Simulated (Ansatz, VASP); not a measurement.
## Hf in VASP and in Ansatz

File INCAR:

```
SYSTEM = Hf
PREC = Accurate
ENCUT = 520
EDIFF = 1E-8
ISMEAR = -1
SIGMA = 0.05
LREAL = .FALSE.
LASPH = .TRUE.
NELM = 80
ALGO = Normal
ISIF = 2
LWAVE = .FALSE.
LCHARG = .FALSE.
GGA = PE
LEFG = .TRUE.
NBANDS = 17
```

File KPOINTS:

```
Automatic mesh
0
G
  13 13 7
  0 0 0
```

Contents of POSCAR:

```
Hf
1.0
    3.1966985242      0.0000000000      0.0000000000
   -1.5983492621      2.7684221302      0.0000000000
    0.0000000000      0.0000000000      4.9060660000
Hf
2
Direct
    0.3333333333      0.6666666667      0.2500000000
    0.6666666667      0.3333333333      0.7500000000
```

Input for Ansatz:

```yaml
crystal:
  lattice:
    - [3.1966985242, 0.0, 0.0]
    - [-1.5983492621, 2.7684221302, 0.0]
    - [0.0, 0.0, 4.906066]
  atoms:
    - { symbol: Hf, position: [0.3333333333, 0.6666666667, 0.25] }
    - { symbol: Hf, position: [0.6666666667, 0.3333333333, 0.75] }
kpoints:
  mp_grid: { grid: [13, 13, 7] }
scf:
  occupations: { method: fermi_dirac, width: 0.05 }
hamiltonian:
  xc: pbe
  pseudopotentials: { kind: all_electron, datasets: crystal }
output:
  forces: true
  stress: true
  eigenvalues: true
  efg: { contact_densities: true }
```

Change from the starting cell: zz strain of -3 %, crystal datasets.

Alike in both runs: task electric field gradients; functional PBE; k mesh 13 × 13 × 7; occupations fermi-dirac, width 0.05 eV; no spin polarisation.

```csv
,VASP,Ansatz
version,VASP 6.6.1,Ansatz 0.2.0
potentials or method,"VASP PAW PBE potentials, release 64 (Hf_pv), cutoff 520 eV","all-electron PAW with datasets made for the crystal, scalar-relativistic"
```

```csv
,VASP,Ansatz,Ansatz less VASP
pressure (GPa),4.1,4.5,+0.47
"traceless stress, the component that is largest in VASP (GPa)",2.86,2.94,+0.083
size of Vzz on the site where it differs most (V/Å²),114.6,124.5,+9.87
```

Ansatz ran all-electron here, and VASP with PAW potentials.

Neither program's run includes spin-orbit coupling.
